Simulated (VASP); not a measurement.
Runs of VASP 6.6.1 on Pt3Pb. The structure is that of space group Pm-3m (No. 221), or close to it. The cells are those of the table. 

```tsv
task	cell	cutoff (eV)	gap on the mesh (eV)	pressure (GPa)
single point	a = 4.040 Å, 4 atoms	520	none	0.7
relaxation of cell and atoms	relaxed from a = 4.039 Å, 4 atoms	600	none	0.0
single point	a = 4.067 Å, 4 atoms	520	none	-3.5
single point	a = 4.013 Å, 4 atoms	520	none	(a)
```

Alike in all rows: level LDA; potentials or basis VASP PAW LDA potentials, release 64 (Pt, Pb_d); no spin polarisation; k mesh 10 × 10 × 10; smearing fermi-dirac 0.15 eV.

Problem. Fill in the values left out.

Solution. (a) 5.4.

Caveats: spin-orbit coupling is left out, which moves the levels of the heavy elements; the cell stands under tension (at least some runs); the cell stands under pressure (at least some runs).

A k mesh can miss the band edges, and the runs leave out spin-orbit coupling on Pb, Pt.

A gap of «none» marks levels without a gap at the run's occupations.
